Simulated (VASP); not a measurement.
Input of a VASP 6.6.1 run:

The input POSCAR:

```
ZrB2
1.0
    3.1700000000      0.0000000000      0.0000000000
   -1.5850000000      2.7453005300      0.0000000000
    0.0000000000      0.0000000000      3.5330000000
Zr B
1 2
Direct
    0.0000000000      0.0000000000      0.0000000000
    0.3333333300      0.6666666700      0.5000000000
    0.6666666700      0.3333333300      0.5000000000
```

Contents of INCAR.step1:

```
SYSTEM = ZrB2
ALGO = Normal
EDIFF = 1E-4
ENCUT = 600
GGA = PE
ISMEAR = -1
LASPH = .TRUE.
LCHARG = .FALSE.
LREAL = .FALSE.
LWAVE = .TRUE.
NELM = 100
PREC = Accurate
SIGMA = 0.1
```

The input INCAR.step2:

```
SYSTEM = ZrB2
ALGO = Normal
EDIFF = 1E-6
EDIFFG = -0.01
ENCUT = 600
IBRION = 2
ISIF = 3
ISMEAR = -1
ISTART = 1
LASPH = .TRUE.
LCHARG = .FALSE.
LMIXTAU = .TRUE.
LREAL = .FALSE.
LWAVE = .FALSE.
METAGGA = R2SCAN
NELM = 100
NSW = 80
PREC = Accurate
SIGMA = 0.1
```

File KPOINTS:

```
k-points
0
G
  11 11 9
  0 0 0
```

Potentials or basis: VASP PAW PBE potentials, release 64 (Zr_sv, B).

Command:

```bash
$ cat potpaw_PBE.64/Zr_sv/POTCAR potpaw_PBE.64/B/POTCAR > POTCAR
$ cp INCAR.step1 INCAR
$ mpirun -np 1 vasp_std > vasp.out
$ cp INCAR.step2 INCAR
$ mpirun -np 1 vasp_std > vasp.out
```

**Question.** Estimate the band gap on the k mesh.

**Answer.** Zero (band 9 reaches 11.47 eV, above the bottom of band 10 at 10.11 eV).

**Question.** Estimate the space group after relaxing (to 0.05 Å).

**Answer.** P6/mmm (No. 191).

**Question.** Predict the relaxed volume.

**Answer.** 10.29 Å³/atom.

**Question.** What does it give for the relaxed cell?

**Answer.** a = 3.167 Å, b = 3.167 Å, c = 3.552 Å, α = 90.00°, β = 90.00°, γ = 120.00°.

Final structure:
```
Zr B
1.0
     3.16732    0.00000    0.00000
    -1.58366    2.74298    0.00000
     0.00000    0.00000    3.55244
Zr B
1 2
Direct
  0.00000 0.00000 0.00000
  0.33333 0.66667 0.50000
  0.66667 0.33333 0.50000
```

Caveat: the PAW data sets were made with another functional, which shifts forces and pressure a little. Zero-point motion and thermal expansion aren't in these numbers.
